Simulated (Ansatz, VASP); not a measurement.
**AlBiSe2 in VASP and in Ansatz**

```
Bi Se Al
1.0
     0.00000    0.00000    6.44615
     4.14337   -4.14337    3.22308
     4.14337    4.14337   -3.22308
Bi Se Al
2 4 2
Direct
  0.25000 0.00000 0.00000
  0.75000 0.00000 0.00000
  0.66670 0.50000 0.83340
  0.16670 0.16660 0.50000
  0.33330 0.50000 0.16660
  0.83330 0.83340 0.50000
  0.75000 0.50000 0.50000
  0.25000 0.50000 0.50000
```

Alike in both runs: task single point; functional PBE; k mesh 4 × 4 × 4; occupations gaussian, width 0.025 eV; no spin polarisation.

```csv
,VASP,Ansatz
version,VASP 6.6.1,Ansatz 0.2.0
potentials or method,"VASP PAW PBE potentials, release 64 (Bi_d, Se, Al), cutoff 500 eV",PAW plane waves
valence electrons in the cell,60,100
```

Ansatz gave:

```
gap on the k mesh at the Fermi level (eV)                     : none
pressure (GPa)                                                : -3.1
traceless stress, the component that is largest in VASP (GPa) : -0.90
rms of the force components (eV/Å)                            : 0.292
```

Question: Estimate VASP's values.

Answer: gap on the k mesh at the Fermi level (eV): none; pressure (GPa): -3.1; traceless stress, the component that is largest in VASP (GPa): -0.89; rms of the force components (eV/Å): 0.289.

Atom by atom the forces differ by 0.003 eV/Å (rms over components). A gap of «none» marks a metal or a gap that the smearing closes. With one functional, cell and mesh, what is left measures potentials, basis and numerics. VASP's potentials hold 60 valence electrons a cell and Ansatz's 100, so a difference there can come from the potentials and not from the codes.

Neither program's run includes spin-orbit coupling.
